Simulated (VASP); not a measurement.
A run of VASP 6.6.1 is set up as follows.

File INCAR:

```
PREC = Accurate
ENCUT = 520
EDIFF = 1E-6
ISMEAR = -1
SIGMA = 0.08
LREAL = F
LASPH = T
NELM = 100
ALGO = Normal
ISIF = 2
LWAVE = F
LCHARG = F
GGA = PE
NBANDS = 8
```

The input KPOINTS:

```
regular mesh
0
Gamma
  15 15 15
```

File POSCAR:

```
Sb
1.0
    0.0000000000      2.3302891484      2.3302891484
    2.3302891484      0.0000000000      2.3302891484
    2.3302891484      2.3302891484      0.0000000000
Sb
1
Direct
    0.0000000000      0.0000000000      0.0000000000
```

Potentials or basis: VASP PAW PBE potentials, release 64 (Sb).

Command:

```bash
$ cat potpaw_PBE.64/Sb/POTCAR > POTCAR
$ mpirun -np 1 vasp_std > vasp.out
```

Q: Predict the pressure.

A: 5.8 GPa.
